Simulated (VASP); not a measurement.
Input of a VASP 6.6.1 run:

File INCAR:

```
ALGO = Normal
EDIFF = 1E-6
ENCUT = 520
GGA = PE
ISIF = 2
ISMEAR = -1
LASPH = T
LCHARG = F
LREAL = F
LWAVE = F
NBANDS = 46
NELM = 100
PREC = Accurate
SIGMA = 0.02
```

Contents of KPOINTS:

```
k-points
0
Gamma
  8 6 1
```

Contents of POSCAR:

```
GaN
1.0
    3.2162655415      0.0000000000      0.0000000000
    0.0000000000      4.5484863490      0.0000000000
    0.0000000000      0.0000000000     20.8244000000
Ga N
4 4
Direct
    0.0000000000      0.8388526435      0.3947853168
    0.5000000000      0.3829061591      0.4578318805
    0.0000000000      0.8829059907      0.5421681966
    0.5000000000      0.3388527974      0.6052146868
    0.5000000000      0.6389935216      0.3826537990
    0.0000000000      0.1392475027      0.4609881114
    0.5000000000      0.6392475581      0.5390118535
    0.0000000000      0.1389938268      0.6173461546
```

Potentials or basis: VASP PAW PBE potentials, release 64 (Ga_d, N).

Command:

```console
$ cat potpaw_PBE.64/Ga_d/POTCAR potpaw_PBE.64/N/POTCAR > POTCAR
$ mpirun -np 1 vasp_std > vasp.out
```

What does it give for the largest force?

0.025 eV/Å.

Predict the band gap on the k mesh.

1.53 eV, indirect (least direct gap 1.71 eV).

Forces in eV/Å, atoms in the order of the input:
```
Ga   0.000 -0.022 -0.012
Ga   0.000 -0.004 -0.006
Ga   0.000 -0.004  0.006
Ga   0.000 -0.022  0.012
N    0.000  0.020 -0.003
N    0.000  0.006 -0.006
N    0.000  0.006  0.006
N    0.000  0.020  0.003
```
